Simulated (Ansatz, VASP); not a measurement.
## One calculation of MgO, two programs

Contents of INCAR:

```
PREC = Accurate
ENCUT = 520
EDIFF = 1E-7
ISMEAR = 0
SIGMA = 0.05
LREAL = F
LASPH = T
NELM = 80
ALGO = Normal
ISIF = 2
LWAVE = F
LCHARG = F
GGA = PE
NBANDS = 16
```

KPOINTS

```
Automatic mesh
0
Gamma
  9 9 6
```

Contents of POSCAR:

```
MgO
1.0
    3.5958798970      0.0000000000      0.0000000000
   -1.7979399485      3.1141233397      0.0000000000
    0.0000000000      0.0000000000      4.2603985019
Mg O
2 2
Direct
    0.6666666667      0.3333333333      0.7500000000
    0.3333333333      0.6666666667      0.2500000000
    0.6666666667      0.3333333333      0.2500000000
    0.3333333333      0.6666666667      0.7500000000
```

Input for Ansatz:

```yaml
crystal:
  lattice:
    - [3.595879897, 0.0, 0.0]
    - [-1.7979399485, 3.1141233397, 0.0]
    - [0.0, 0.0, 4.2603985019]
  atoms:
    - { symbol: Mg, position: [0.6666666667, 0.3333333333, 0.75] }
    - { symbol: Mg, position: [0.3333333333, 0.6666666667, 0.25] }
    - { symbol: O, position: [0.6666666667, 0.3333333333, 0.25] }
    - { symbol: O, position: [0.3333333333, 0.6666666667, 0.75] }
basis:
  ecutwfc: 520.0
kpoints:
  mp_grid: { grid: [9, 9, 6] }
hamiltonian:
  xc: pbe
  pseudopotentials: { kind: paw, azcp: { folder: soft_1 } }
scf:
  occupations: { method: gaussian, width: 0.05 }
output:
  forces: true
  stress: true
  eigenvalues: true
```

Alike in both runs: task single point; functional PBE; k mesh 9 × 9 × 6; occupations gaussian, width 0.05 eV; no spin polarisation.

|  | VASP | Ansatz |
| --- | --- | --- |
| version | VASP 6.6.1 | Ansatz 0.2.0 |
| potentials or method | VASP PAW PBE potentials, release 64 (Mg, O), cutoff 520 eV | scalar-relativistic, plane waves, PAW |
| valence electrons in the cell | 16 | 32 |

|  | VASP | Ansatz | Ansatz less VASP |
| --- | --- | --- | --- |
| gap on the k mesh at the Fermi level (eV) | 3.05 | 3.07 | +0.020 |
| least direct gap on the mesh (eV) | 3.05 | 3.07 | +0.020 |
| pressure (GPa) | -5.7 | -5.2 | +0.58 |
| traceless stress, the component that is largest in VASP (GPa) | 0.98 | 1.07 | +0.090 |

VASP's potentials hold 16 valence electrons a cell and Ansatz's 32, so a difference there can come from the potentials and not from the codes.
